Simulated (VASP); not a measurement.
# Pb in VASP: a series of runs

Runs on Pb. Level: PBE. Tasks: single point.

Everything below comes from runs of VASP 6.6.1. Logs are shortened: lines on timing, memory, paths and dates and some standing lists are left out, and cuts for length are marked.

## (1) The cell of the first run

The cell holds a slab with vacuum, 2 atoms: a = 3.500 Å, b = 3.500 Å, c = 14.475 Å, α = 90.00°, β = 90.00°, γ = 90.00°.

## (2) Single point, PBE

Contents of INCAR:

```
ALGO = Normal
DIPOL = 0.5 0.5 0.500
EDIFF = 1E-6
ENCUT = 400
GGA = PE
GGA_COMPAT = False
IDIPOL = 3
ISIF = 2
ISMEAR = 1
LASPH = True
LCHARG = False
LDIPOL = True
LREAL = False
LWAVE = False
NBANDS = 21
NELM = 120
NELMDL = -8
PREC = Accurate
SIGMA = 0.05
```

Contents of KPOINTS:

```
k-points
0
Gamma
  5 5 1
```

Contents of POSCAR:

```
Pb
1.0
    3.5002070000      0.0000000000      0.0000000000
    0.0000000000      3.5002070000      0.0000000000
    0.0000000000      0.0000000000     14.4750201053
Pb
2
Direct
    0.0000000000      0.0000000000      0.4145071963
    0.5000000000      0.5000000000      0.5854928037
```

Potentials or basis: VASP PAW PBE potentials, release 64 (Pb_d).

Started as:

```console
$ cat potpaw_PBE.64/Pb_d/POTCAR > POTCAR
$ mpirun -np 1 vasp_std > vasp.out
```

OUTCAR:

```text
EDIFF = 1E-6
   ENCUT = 400
   GGA = PE
   ISIF = 2
   ISMEAR = 1
   LASPH = True
   LREAL = False
   NELM = 120
   NELMDL = -8
   PREC = Accurate

 ion  position               nearest neighbor table
   1  0.000  0.000  0.415-   2 3.50   2 3.50   2 3.50   2 3.50
   2  0.500  0.500  0.585-   1 3.50   1 3.50   1 3.50   1 3.50

  LATTYP: Found a simple tetragonal cell.
 ALAT       =     3.5002070000
 C/A-ratio  =     4.1354754463

  Lattice vectors:

 A1 = (   3.5002070000,   0.0000000000,   0.0000000000)
 A2 = (   0.0000000000,   3.5002070000,   0.0000000000)
 A3 = (   0.0000000000,   0.0000000000,  14.4750201053)

Analysis of symmetry for initial positions (statically):
=====================================================================
 Subroutine PRICEL returns:
 Original cell was already a primitive cell.

 Routine SETGRP: Setting up the symmetry group for a
 simple tetragonal supercell.

 Subroutine GETGRP returns: Found 16 space group operations
 (whereof  8 operations were pure point group operations)
 out of a pool of 16 trial point group operations.

The static configuration has the point symmetry C_4v.
 The point group associated with its full space group is D_4h.

Analysis of symmetry for dynamics (positions and initial velocities):
=====================================================================
 Subroutine PRICEL returns:
 Original cell was already a primitive cell.

 Routine SETGRP: Setting up the symmetry group for a
 simple tetragonal supercell.

 Subroutine GETGRP returns: Found 16 space group operations
 (whereof  8 operations were pure point group operations)
 out of a pool of 16 trial point group operations.

The dynamic configuration has the point symmetry C_4v.
 The point group associated with its full space group is D_4h.

 Subroutine INISYM returns: Found 16 space group operations
 (whereof  8 operations are pure point group operations),
 and found     1 'primitive' translations

----------------------------------------------------------------------------------------

                                     Primitive cell

  volume of cell :     177.3400

  direct lattice vectors                    reciprocal lattice vectors
     3.500207000  0.000000000  0.000000000     0.285697389  0.000000000  0.000000000
     0.000000000  3.500207000  0.000000000     0.000000000  0.285697389  0.000000000
     0.000000000  0.000000000 14.475020105     0.000000000  0.000000000  0.069084533

  length of vectors
     3.500207000  3.500207000 14.475020105     0.285697389  0.285697389  0.069084533

  position of ions in fractional coordinates (direct lattice)
     0.000000000  0.000000000  0.414507196
     0.500000000  0.500000000  0.585492804

  ion indices of the primitive-cell ions
   primitive index   ion index
                 1           1
                 2           2

----------------------------------------------------------------------------------------

 KPOINTS: k-points

Automatic generation of k-mesh.
 Grid dimensions read from file:
 generate k-points for:    5    5    1

 Generating k-lattice:

  Cartesian coordinates                     Fractional coordinates (reciprocal lattice)
     0.057139478  0.000000000  0.000000000     0.200000000  0.000000000  0.000000000
     0.000000000  0.057139478  0.000000000     0.000000000  0.200000000  0.000000000
     0.000000000  0.000000000  0.069084533     0.000000000  0.000000000  1.000000000

  Length of vectors
     0.057139478  0.057139478  0.069084533

  Shift w.r.t. Gamma in fractional coordinates (k-lattice)
     0.000000000  0.000000000  0.000000000

 Subroutine IBZKPT returns following result:
 ===========================================

 Found      6 irreducible k-points:

 Following reciprocal coordinates:
            Coordinates               Weight
  0.000000  0.000000  0.000000      1.000000
  0.200000  0.000000  0.000000      4.000000
  0.400000  0.000000  0.000000      4.000000
  0.200000  0.200000  0.000000      4.000000
  0.400000  0.200000  0.000000      8.000000
  0.400000  0.400000  0.000000      4.000000
   k-points           NKPTS =      6   k-points in BZ     NKDIM =      6   number of bands    NBANDS=     21
   number of dos      NEDOS =    301   number of ions     NIONS =      2
   total plane-waves  NPLWV =  55296
   dimension x,y,z NGX =    24 NGY =   24 NGZ =   96
   dimension x,y,z NGXF=    48 NGYF=   48 NGZF=  192
   ions per type =               2
   NGX,Y,Z   is equivalent  to a cutoff of  11.40, 11.40, 11.03 a.u.
   NGXF,Y,Z  is equivalent  to a cutoff of  22.80, 22.80, 22.05 a.u.
 SYSTEM =  unknown system
   PREC   = accura    normal or accurate (medium, high low for compatibility)
   ISTART =      0    job   : 0-new  1-cont  2-samecut
   ICHARG =      2    charge: 1-file 2-atom 10-const
   ISPIN  =      1    spin polarized calculation?
   LNONCOLLINEAR =      F non collinear calculations
   LSORBIT =      F    spin-orbit coupling
   LASPH  =      T    aspherical Exc in radial PAW
   ENCUT  =  400.0 eV  29.40 Ry    5.42 a.u.   5.71  5.71 23.61*2*pi/ulx,y,z
   NELM   =    120;   NELMIN=  2; NELMDL= -8     # of ELM steps
   EDIFF  = 0.1E-05   stopping-criterion for ELM
   LREAL  =      F    real-space projection
   EDIFFG = 0.1E-04   stopping-criterion for IOM
   NSW    =      0    number of steps for IOM
   IBRION =     -1    ionic relax: 0-MD 1-quasi-New 2-CG
   NFREE  =      0    steps in history (QN), initial steepest desc. (CG)
   ISIF   =      2    stress and relaxation
   ISYM   =      2    0-nonsym 1-usesym 2-fastsym
   POTIM  = 0.5000    time-step for ionic-motion
   TEBEG  =    0.0;   TEEND  =   0.0 temperature during run
   PSTRESS=    0.0 pullay stress
   NELECT =      28.0000    total number of electrons
   NUPDOWN=      -1.0000    fix difference up-down
   EMIN   =  10.00;   EMAX   =-10.00  energy-range for DOS
   EFERMI =   0.00;   METHOD = LEGACY
   ISMEAR =     1;   SIGMA  =   0.05  broadening in eV -4-tet -1-fermi 0-gaus
   EFERMI_NEDOS =   21; number of points for ismear=-14 and -15
   IALGO  =     38    algorithm
   IMIX   =      4    mixing-type and parameters
     AMIX     =   0.40;   BMIX     =  1.00
     AMIX_MAG =   1.60;   BMIX_MAG =  1.00
  volume/ion in A,a.u.               =      88.67       598.37
  Fermi-wavevector in a.u.,A,eV,Ry     =   0.884828  1.672082 10.652270  0.782920
  Thomas-Fermi vector in A             =   2.005780
   LORBIT       =      0    0 simple, 1 ext, 2 COOP (PROOUT), +10 PAW based schemes
   GGA     = PE    functional components
   LHFCALC =     F    Hartree Fock is set to
   AEXX    =    0.0000 exact exchange contribution
   IVDW    =     0    specifies the selected vdW correction
   LEPSILON=     F    determine dielectric tensor
   LRPA    =     F    only Hartree local field effects (RPA)
 non-spin polarized calculation
 Methfessel and Paxton  Order N= 1 SIGMA  =   0.05
  energy-cutoff  :      400.00
  volume of cell :      177.34
 maximum number of plane-waves:      3238
 NGX is ok and might be reduce to    24

 dipolmoment           0.000000      0.000000     -0.000000 electrons x Angstroem

 number of electron      27.9999975 magnetization

 dipolmoment           0.000000      0.000000      0.000000 electrons x Angstroem

 Free energy of the ion-electron system (eV)
  ---------------------------------------------------
  ext. energy  EPLUGINS =         0.00000000
  ---------------------------------------------------
  free energy    TOTEN  =        -6.74244514 eV

  energy without entropy =       -6.74079468  energy(sigma->0) =       -6.74189499

 E-fermi :  -0.0375     XC(G=0):  -4.5849

 val. band max:       -0.3190348917   @ k =   0.2000   0.0000   0.0000
 cond. band min:      -0.0219312282   @ k =   0.2000   0.2000   0.0000
 fundamental gap:      0.2971036635
 Fermi energy:        -0.0375083771

 k-point     1 :       0.0000    0.0000    0.0000
  band No.  band energies     occupation
      1     -17.1264      2.00000
      2     -17.0448      2.00000
      3     -17.0269      2.00000
      4     -16.9341      2.00000
      5     -16.9341      2.00000
      6     -16.9200      2.00000
      7     -16.8327      2.00000
      8     -16.7790      2.00000
      9     -16.7790      2.00000
     10     -16.7709      2.00000
     11     -10.7239      2.00000
     12      -8.3037      2.00000
     13      -1.8062      2.00000
     14       1.6086      0.00000
     15       3.2170      0.00000
     16       3.2426      0.00000
     17       3.2426      0.00000
     18       4.7009      0.00000
     19       5.5969      0.00000
     20       5.8388      0.00000
     21       5.8388      0.00000

 k-point     2 :       0.2000    0.0000    0.0000
  band No.  band energies     occupation
      1     -17.0758      2.00000
      2     -17.0049      2.00000
      3     -16.9932      2.00000
      4     -16.9308      2.00000
      5     -16.9289      2.00000
      6     -16.9003      2.00000
      7     -16.8708      2.00000
      8     -16.8181      2.00000
      9     -16.7909      2.00000
     10     -16.7730      2.00000
     11     -10.2334      2.00000
     12      -7.9898      2.00000
     13      -1.3542      2.00000
     14      -0.3190      2.00000
     15       2.3674      0.00000
     16       2.4957      0.00000
     17       3.7790      0.00000
     18       3.7924      0.00000
     19       5.2181      0.00000
     20       6.1757      0.00000
     21       6.2002      0.00000

 k-point     3 :       0.4000    0.0000    0.0000
  band No.  band energies     occupation
      1     -17.0254      2.00000
      2     -16.9956      2.00000
      3     -16.9861      2.00000
      4     -16.9427      2.00000
      5     -16.9299      2.00000
      6     -16.9197      2.00000
      7     -16.8141      2.00000
      8     -16.8040      2.00000
      9     -16.7849      2.00000
     10     -16.7826      2.00000
     11      -8.8767      2.00000
     12      -7.6575      2.00000
     13      -2.7585      2.00000
     14      -1.7743      2.00000
     15       0.8541     -0.00000
     16       2.6114      0.00000
     17       4.8802      0.00000
     18       5.1580      0.00000
     19       5.2138      0.00000
     20       6.3792      0.00000
     21       6.8658      0.00000

 k-point     4 :       0.2000    0.2000    0.0000
  band No.  band energies     occupation
      1     -17.0118      2.00000
      2     -16.9780      2.00000
      3     -16.9524      2.00000
      4     -16.9356      2.00000
      5     -16.9212      2.00000
      6     -16.9021      2.00000
      7     -16.9006      2.00000
      8     -16.8225      2.00000
      9     -16.8117      2.00000
     10     -16.7885      2.00000
     11      -9.7511      2.00000
     12      -7.6739      2.00000
     13      -0.9031      2.00000
     14      -0.0219      0.50000
     15       0.5297     -0.00000
     16       2.4735      0.00000
     17       3.0776      0.00000
     18       3.2093      0.00000
     19       4.3031      0.00000
     20       5.5973      0.00000
     21       6.7249      0.00000

 k-point     5 :       0.4000    0.2000    0.0000
  band No.  band energies     occupation
      1     -17.0102      2.00000
      2     -16.9860      2.00000
      3     -16.9714      2.00000
      4     -16.9442      2.00000
      5     -16.9106      2.00000
      6     -16.8974      2.00000
      7     -16.8218      2.00000
      8     -16.8040      2.00000
      9     -16.8008      2.00000
     10     -16.7747      2.00000
     11      -8.4259      2.00000
     12      -7.2963      2.00000
     13      -2.2741      2.00000
     14      -1.3499      2.00000
     15       1.1899      0.00000
     16       1.5686      0.00000
     17       3.1819      0.00000
     18       3.2562      0.00000
     19       5.3737      0.00000
     20       5.6037      0.00000
     21       6.7670      0.00000

 k-point     6 :       0.4000    0.4000    0.0000
  band No.  band energies     occupation
      1     -17.0448      2.00000
      2     -17.0387      2.00000
      3     -16.9968      2.00000
      4     -16.9872      2.00000
      5     -16.8244      2.00000
      6     -16.8166      2.00000
      7     -16.8160      2.00000
      8     -16.8089      2.00000
      9     -16.7450      2.00000
     10     -16.7343      2.00000
     11      -7.2385      2.00000
     12      -6.6015      2.00000
     13      -1.7754      2.00000
     14      -1.2743      2.00000
     15      -0.3237      2.00000
     16       0.7772     -0.00000
     17       1.5698      0.00000
     18       2.8038      0.00000
     19       4.9838      0.00000
     20       6.2396      0.00000
     21       6.7201      0.00000

------------------------ aborting loop because EDIFF is reached ----------------------------------------

 vacuum level on the upper side and lower side of the slab       (xc-potential included)        -0.349        -0.349

  FORCE on cell =-STRESS in cart. coord.  units (eV):
  Direction    XX          YY          ZZ          XY          YZ          ZX
  --------------------------------------------------------------------------------------
  -------------------------------------------------------------------------------------
  Total       -1.1841293     -1.1841293     -0.5350728      0.0000000      0.0000000      0.0000000
  in kB      -10.6980123    -10.6980123     -4.8341137      0.0000000      0.0000000      0.0000000
  external PRESSURE =      -8.7433794 kB  Pullay stress =       0.0000000 kB

 VOLUME and BASIS-vectors are now :
 -----------------------------------------------------------------------------
  energy-cutoff  :      400.00
  volume of cell :      177.34
      direct lattice vectors                 reciprocal lattice vectors
     3.500207000  0.000000000  0.000000000     0.285697389  0.000000000  0.000000000
     0.000000000  3.500207000  0.000000000     0.000000000  0.285697389  0.000000000
     0.000000000  0.000000000 14.475020105     0.000000000  0.000000000  0.069084533

 POSITION                                       TOTAL-FORCE (eV/Angst)
 -----------------------------------------------------------------------------------
      0.00000      0.00000      6.00000         0.000000      0.000000      0.203001
      1.75010      1.75010      8.47502         0.000000      0.000000     -0.203001
 -----------------------------------------------------------------------------------
    total drift:                                0.000000      0.000000      0.000000

  FREE ENERGIE OF THE ION-ELECTRON SYSTEM (eV)
  ---------------------------------------------------
  free  energy   TOTEN  =        -6.7424451412 eV

  energy  without entropy=       -6.7407946839  energy(sigma->0) =       -6.74189499

 vacuum level on the upper side and lower side of the slab         3.443         3.443
```

Wall time 16 s (1 thread of Intel Xeon Platinum 8259CL at 2.50GHz (Skylake/Cascade Lake), shared host); peak memory 0.22 GiB.

Results:

| Property | Result |
| --- | --- |
| Free energy | -6.7424 eV |
| Largest force | 0.203 eV/Å |
| Band gap on the k mesh | zero (band 14 reaches 1.61 eV, above the bottom of band 15 at -0.32 eV) |

Forces in eV/Å, atoms in the order of the input:
```
Pb   0.000  0.000  0.203
Pb   0.000  0.000 -0.203
```

Levels at points of the mesh, in eV from the Fermi level:
```csv
k point,band 11,band 12,band 13,band 14,band 15,band 16,band 17,band 18
"(0.00, 0.00, 0.00)",-10.69,-8.27,-1.77,1.65,3.25,3.28,3.28,4.74
```

Caveat: spin-orbit coupling is left out, which moves the levels of the heavy elements.

## (3) Single point, PBE

This run uses another cell than the first one: it holds 4 atoms, not 2.

Contents of INCAR:

```
SYSTEM = Pb
PREC = Accurate
ENCUT = 400
EDIFF = 1E-6
ISMEAR = 1
SIGMA = 0.05
LREAL = .FALSE.
LASPH = .TRUE.
NELM = 120
ALGO = Normal
ISIF = 2
LWAVE = .FALSE.
LCHARG = .FALSE.
LDIPOL = .TRUE.
IDIPOL = 3
DIPOL = 0.5 0.5 0.500
GGA = PE
NBANDS = 36
GGA_COMPAT = .FALSE.
NELMDL = -8
```

Contents of KPOINTS:

```
regular mesh
0
G
  5 5 1
  0 0 0
```

Contents of POSCAR:

```
Pb
1.0
    3.5002070000      0.0000000000      0.0000000000
    0.0000000000      3.5002070000      0.0000000000
    0.0000000000      0.0000000000     19.4250603158
Pb
4
Direct
    0.0000000000      0.0000000000      0.3088793498
    0.5000000000      0.5000000000      0.4362931166
    0.0000000000      0.0000000000      0.5637068834
    0.5000000000      0.5000000000      0.6911206502
```

Potentials or basis: VASP PAW PBE potentials, release 64 (Pb_d).

Started as:

```console
$ cat potpaw_PBE.64/Pb_d/POTCAR > POTCAR
$ mpirun -np 1 vasp_std > vasp.out
```

Wall time 44 s (1 thread of Intel Xeon Platinum 8259CL at 2.50GHz (Skylake/Cascade Lake), shared host); peak memory 0.24 GiB.

Results (log left out):

```yaml
Free_energy: -13.7025 eV
Largest_force: 0.476 eV/Å
Band_gap_on_the_k_mesh: zero (band 28 reaches 4.34 eV, above the bottom of band 29 at 0.82 eV)
```

Forces in eV/Å, atoms in the order of the input:
```
Pb   0.000  0.000  0.326
Pb   0.000  0.000 -0.476
Pb   0.000  0.000  0.476
Pb   0.000  0.000 -0.326
```

Levels at points of the mesh, in eV from the Fermi level:
```
           k point  band 25  band 26  band 27  band 28  band 29  band 30  band 31  band 32
(0.00, 0.00, 0.00)    -2.47    -0.51     1.80     2.51     2.51     3.53     3.53     3.57
```

Caveat: spin-orbit coupling is left out, which moves the levels of the heavy elements.
